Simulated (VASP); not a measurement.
# BaTiO3 (P1) in VASP: further runs, part 2 of 2

VASP 6.6.1.

## Step 3: Single point, PBE

The input, INCAR:

```
ALGO = Normal
EDIFF = 1E-6
ENCUT = 520
GGA = PE
ISIF = 2
ISMEAR = -1
LASPH = T
LCHARG = F
LREAL = F
LWAVE = F
NBANDS = 28
NELM = 100
PREC = Accurate
SIGMA = 0.05
```

The input, KPOINTS:

```
k-points
0
Gamma
  5 5 5
```

The input, POSCAR:

```
BaTiO3
1.0
    3.9998000000      0.0000000000      0.0000000000
    0.0000000000      3.9998000000      0.0000000000
    0.0000000000      0.0000000000      4.0180000000
Ba Ti O
1 1 3
Direct
   -0.0099110000      0.0153840000     -0.0038750000
    0.4968850000      0.5003450000      0.4933810000
   -0.0036910000      0.5004510000      0.5125520000
    0.5134300000      0.0004610000      0.5216300000
    0.5064820000      0.4930380000      0.0246330000
```

Potentials or basis: VASP PAW PBE potentials, release 64 (Ba_sv, Ti_sv, O).

The run is started by

```
$ cat potpaw_PBE.64/Ba_sv/POTCAR potpaw_PBE.64/Ti_sv/POTCAR potpaw_PBE.64/O/POTCAR > POTCAR
$ mpirun -np 1 vasp_std > vasp.out
```

OUTCAR:

```text
EDIFF = 1E-6
   ENCUT = 520
   GGA = PE
   ISIF = 2
   ISMEAR = -1
   LASPH = T
   LREAL = F
   NELM = 100
   PREC = Accurate

 ion  position               nearest neighbor table
   1  0.990  0.015  0.996-   4 2.70   5 2.72   3 2.75   5 2.82   3 2.83   4 2.83   3 2.84   4 2.85
                             5 2.85   3 2.92   5 2.94   4 2.97   2 3.41   2 3.43   2 3.44   2 3.46
   2  0.497  0.500  0.493-   5 1.88   3 2.00   3 2.00   4 2.00   4 2.00   5 2.14   1 3.41   1 3.43
                             1 3.44   1 3.46   1 3.48   1 3.50   1 3.51   1 3.53
   3  0.996  0.500  0.513-   2 2.00   2 2.00   1 2.75   1 2.83   1 2.84   1 2.92
   4  0.513  0.000  0.522-   2 2.00   2 2.00   1 2.70   1 2.83   1 2.85   1 2.97
   5  0.506  0.493  0.025-   2 1.88   2 2.14   1 2.72   1 2.82   1 2.85   1 2.94

  LATTYP: Found a simple tetragonal cell.
 ALAT       =     3.9998000000
 C/A-ratio  =     1.0045502275

  Lattice vectors:

 A1 = (   3.9998000000,   0.0000000000,   0.0000000000)
 A2 = (   0.0000000000,   3.9998000000,   0.0000000000)
 A3 = (   0.0000000000,   0.0000000000,   4.0180000000)

Analysis of symmetry for initial positions (statically):
=====================================================================
 Subroutine PRICEL returns:
 Original cell was already a primitive cell.

 Routine SETGRP: Setting up the symmetry group for a
 simple tetragonal supercell.

 Subroutine GETGRP returns: Found  1 space group operations
 (whereof  1 operations were pure point group operations)
 out of a pool of 16 trial point group operations.

The static configuration has the point symmetry C_1 .

Analysis of symmetry for dynamics (positions and initial velocities):
=====================================================================
 Subroutine PRICEL returns:
 Original cell was already a primitive cell.

 Routine SETGRP: Setting up the symmetry group for a
 simple tetragonal supercell.

 Subroutine GETGRP returns: Found  1 space group operations
 (whereof  1 operations were pure point group operations)
 out of a pool of 16 trial point group operations.

The dynamic configuration has the point symmetry C_1 .

 Subroutine INISYM returns: Found  1 space group operations
 (whereof  1 operations are pure point group operations),
 and found     1 'primitive' translations

----------------------------------------------------------------------------------------

                                     Primitive cell

  volume of cell :      64.2816

  direct lattice vectors                    reciprocal lattice vectors
     3.999800000  0.000000000  0.000000000     0.250012501  0.000000000  0.000000000
     0.000000000  3.999800000  0.000000000     0.000000000  0.250012501  0.000000000
     0.000000000  0.000000000  4.018000000     0.000000000  0.000000000  0.248880040

  length of vectors
     3.999800000  3.999800000  4.018000000     0.250012501  0.250012501  0.248880040

  position of ions in fractional coordinates (direct lattice)
     0.990089000  0.015384000  0.996125000
     0.496885000  0.500345000  0.493381000
     0.996309000  0.500451000  0.512552000
     0.513430000  0.000461000  0.521630000
     0.506482000  0.493038000  0.024633000

  ion indices of the primitive-cell ions
[... 24 lines left out ...]

  Shift w.r.t. Gamma in fractional coordinates (k-lattice)
     0.000000000  0.000000000  0.000000000

 Subroutine IBZKPT returns following result:
 ===========================================

 Found     63 irreducible k-points:

 Following reciprocal coordinates:
            Coordinates               Weight
  0.000000  0.000000  0.000000      1.000000
  0.200000  0.000000  0.000000      2.000000
  0.000000  0.200000  0.000000      2.000000
  0.400000  0.000000  0.000000      2.000000
  0.000000  0.400000  0.000000      2.000000
  0.200000  0.200000  0.000000      2.000000
[... 16 lines left out ...]
  0.200000  0.200000  0.200000      2.000000
 -0.200000  0.200000  0.200000      2.000000
 [... further k-points ...]
   k-points           NKPTS =     63   k-points in BZ     NKDIM =     63   number of bands    NBANDS=     28
   number of dos      NEDOS =    301   number of ions     NIONS =      5
   total plane-waves  NPLWV =  27000
   dimension x,y,z NGX =    30 NGY =   30 NGZ =   30
   dimension x,y,z NGXF=    60 NGYF=   60 NGZF=   60
   ions per type =               1   1   3
   NGX,Y,Z   is equivalent  to a cutoff of  12.47, 12.47, 12.41 a.u.
   NGXF,Y,Z  is equivalent  to a cutoff of  24.94, 24.94, 24.83 a.u.
 SYSTEM =  unknown system
   PREC   = accura    normal or accurate (medium, high low for compatibility)
   ISTART =      0    job   : 0-new  1-cont  2-samecut
   ICHARG =      2    charge: 1-file 2-atom 10-const
   ISPIN  =      1    spin polarized calculation?
   LNONCOLLINEAR =      F non collinear calculations
   LSORBIT =      F    spin-orbit coupling
   LASPH  =      T    aspherical Exc in radial PAW
   ENCUT  =  520.0 eV  38.22 Ry    6.18 a.u.   7.44  7.44  7.47*2*pi/ulx,y,z
   NELM   =    100;   NELMIN=  2; NELMDL= -5     # of ELM steps
   EDIFF  = 0.1E-05   stopping-criterion for ELM
   LREAL  =      F    real-space projection
   EDIFFG = 0.1E-04   stopping-criterion for IOM
   NSW    =      0    number of steps for IOM
   IBRION =     -1    ionic relax: 0-MD 1-quasi-New 2-CG
   NFREE  =      0    steps in history (QN), initial steepest desc. (CG)
   ISIF   =      2    stress and relaxation
   ISYM   =      2    0-nonsym 1-usesym 2-fastsym
   POTIM  = 0.5000    time-step for ionic-motion
   TEBEG  =    0.0;   TEEND  =   0.0 temperature during run
   PSTRESS=    0.0 pullay stress
   NELECT =      40.0000    total number of electrons
   NUPDOWN=      -1.0000    fix difference up-down
   EMIN   =  10.00;   EMAX   =-10.00  energy-range for DOS
   EFERMI =   0.00;   METHOD = LEGACY
   ISMEAR =    -1;   SIGMA  =   0.05  broadening in eV -4-tet -1-fermi 0-gaus
   EFERMI_NEDOS =   21; number of points for ismear=-14 and -15
   IALGO  =     38    algorithm
   IMIX   =      4    mixing-type and parameters
     AMIX     =   0.40;   BMIX     =  1.00
     AMIX_MAG =   1.60;   BMIX_MAG =  1.00
  volume/ion in A,a.u.               =      12.86        86.76
  Fermi-wavevector in a.u.,A,eV,Ry     =   1.397653  2.641181 26.578078  1.953434
  Thomas-Fermi vector in A             =   2.520888
   LORBIT       =      0    0 simple, 1 ext, 2 COOP (PROOUT), +10 PAW based schemes
   GGA     = PE    functional components
   LHFCALC =     F    Hartree Fock is set to
   AEXX    =    0.0000 exact exchange contribution
   IVDW    =     0    specifies the selected vdW correction
   LEPSILON=     F    determine dielectric tensor
   LRPA    =     F    only Hartree local field effects (RPA)
 non-spin polarized calculation
  energy-cutoff  :      520.00
  volume of cell :       64.28
 maximum number of plane-waves:      1759
 NGX is ok and might be reduce to    30
   NGX = 15   NGY = 15   NGZ = 15

 number of electron      40.0000003 magnetization

 Free energy of the ion-electron system (eV)
  ---------------------------------------------------
  ext. energy  EPLUGINS =         0.00000000
  ---------------------------------------------------
  free energy    TOTEN  =       -39.93661866 eV

  energy without entropy =      -39.93661866  energy(sigma->0) =      -39.93661866

 E-fermi :   4.7227     XC(G=0): -11.2379

 val. band max:        3.6921151978   @ k =   0.4000  -0.4000   0.4000
 cond. band min:       5.6387624388   @ k =   0.0000   0.0000   0.0000
 fundamental gap:      1.9466472410
 Fermi energy:         4.7226813874

 k-point     1 :       0.0000    0.0000    0.0000
  band No.  band energies     occupation
      1     -52.7546      2.00000
      2     -29.0019      2.00000
      3     -28.9659      2.00000
      4     -28.9643      2.00000
      5     -21.0013      2.00000
      6     -13.0827      2.00000
[... 733 lines left out ...]
     27      10.6619      0.00000
     28      11.9680      0.00000

 [... further k-points ...]
[... 5 lines left out ...]
  --------------------------------------------------------------------------------------
  -------------------------------------------------------------------------------------
  Total        1.8187570      1.6427714      2.2428360     -0.0895945     -0.0761629      0.1906789
  in kB       45.3313639     40.9450324     55.9012637     -2.2330861     -1.8983126      4.7525516
  external PRESSURE =      47.3925534 kB  Pullay stress =       0.0000000 kB

 VOLUME and BASIS-vectors are now :
 -----------------------------------------------------------------------------
  energy-cutoff  :      520.00
  volume of cell :       64.28
      direct lattice vectors                 reciprocal lattice vectors
     3.999800000  0.000000000  0.000000000     0.250012501  0.000000000  0.000000000
     0.000000000  3.999800000  0.000000000     0.000000000  0.250012501  0.000000000
     0.000000000  0.000000000  4.018000000     0.000000000  0.000000000  0.248880040

 POSITION                                       TOTAL-FORCE (eV/Angst)
 -----------------------------------------------------------------------------------
      3.96016      0.06153      4.00243         0.302755     -0.437028      0.266268
      1.98744      2.00128      1.98240        -0.025171      0.183159     -0.266604
      3.98504      2.00170      2.05943         0.456761      0.077661      0.070674
      2.05362      0.00184      2.09591        -0.439542     -0.056824     -0.127542
      2.02583      1.97205      0.09898        -0.294805      0.233031      0.057203
 -----------------------------------------------------------------------------------
    total drift:                               -0.000316     -0.000147      0.000203

  FREE ENERGIE OF THE ION-ELECTRON SYSTEM (eV)
  ---------------------------------------------------
  free  energy   TOTEN  =       -39.9366186593 eV

  energy  without entropy=      -39.9366186587  energy(sigma->0) =      -39.93661866
```

OSZICAR:

```text
N       E                     dE             d eps       ncg     rms          rms(c)
DAV:   1     0.432284964415E+03    0.43228E+03   -0.20862E+04  3528   0.154E+03
DAV:   2    -0.519855039065E+01   -0.43748E+03   -0.41677E+03  4092   0.429E+02
DAV:   3    -0.487042832178E+02   -0.43506E+02   -0.43121E+02  4852   0.133E+02
DAV:   4    -0.508078647072E+02   -0.21036E+01   -0.20993E+01  5416   0.249E+01
DAV:   5    -0.508698954927E+02   -0.62031E-01   -0.62021E-01  4740   0.330E+00    0.231E+01
DAV:   6    -0.401485747237E+02    0.10721E+02   -0.56936E+01  5244   0.670E+01    0.990E+00
DAV:   7    -0.400943828309E+02    0.54192E-01   -0.10030E+01  4668   0.232E+01    0.681E+00
DAV:   8    -0.399271983892E+02    0.16718E+00   -0.65956E-01  4256   0.715E+00    0.351E+00
DAV:   9    -0.399646565693E+02   -0.37458E-01   -0.34407E-01  5136   0.496E+00    0.156E+00
DAV:  10    -0.399399326701E+02    0.24724E-01   -0.15078E-01  4148   0.405E+00    0.523E-01
DAV:  11    -0.399366779988E+02    0.32547E-02   -0.13199E-02  4292   0.720E-01    0.134E-01
DAV:  12    -0.399366548343E+02    0.23164E-04   -0.79377E-04  4164   0.195E-01    0.471E-02
DAV:  13    -0.399366150022E+02    0.39832E-04   -0.21913E-04  4112   0.158E-01    0.203E-02
DAV:  14    -0.399366199372E+02   -0.49350E-05   -0.44985E-05  5000   0.471E-02    0.129E-02
DAV:  15    -0.399366199158E+02    0.21394E-07   -0.20820E-05  4724   0.447E-02    0.111E-02
DAV:  16    -0.399366186832E+02    0.12326E-05   -0.30662E-06  2884   0.187E-02    0.128E-03
DAV:  17    -0.399366186593E+02    0.23875E-07   -0.28582E-07  2344   0.367E-03
   1 F= -.39936619E+02 E0= -.39936619E+02  d E =-.609504E-09
```

stdout:

```text
POSCAR found type information on POSCAR BaTiO
 POSCAR found :  3 types and       5 ions
 scaLAPACK will be used
 LDA part: xc-table for (Slater+PW92), standard interpolation
 POSCAR, INCAR and KPOINTS ok, starting setup
 FFT: planning ... GRIDC
 FFT: planning ... GRID_SOFT
 FFT: planning ... GRID
 WAVECAR not read
 entering main loop
```

Wall time 63 s (1 thread of Intel Xeon 6975P-C (Granite Rapids), shared host); peak memory 0.25 GiB.

Results:

| Quantity | Value |
| --- | --- |
| Free energy | -39.9366 eV |
| Pressure | 4.7 GPa |
| Largest force | 0.595 eV/Å |
| Band gap on the k mesh | 1.95 eV, indirect (least direct gap 2.07 eV) |

Forces on the atoms (eV/Å):
```
Ba   0.303 -0.437  0.266
Ti  -0.025  0.183 -0.267
O    0.457  0.078  0.071
O   -0.440 -0.057 -0.128
O   -0.295  0.233  0.057
```

Caveat: spin-orbit coupling is left out, which moves the levels of the heavy elements. A k mesh can miss the band edges.
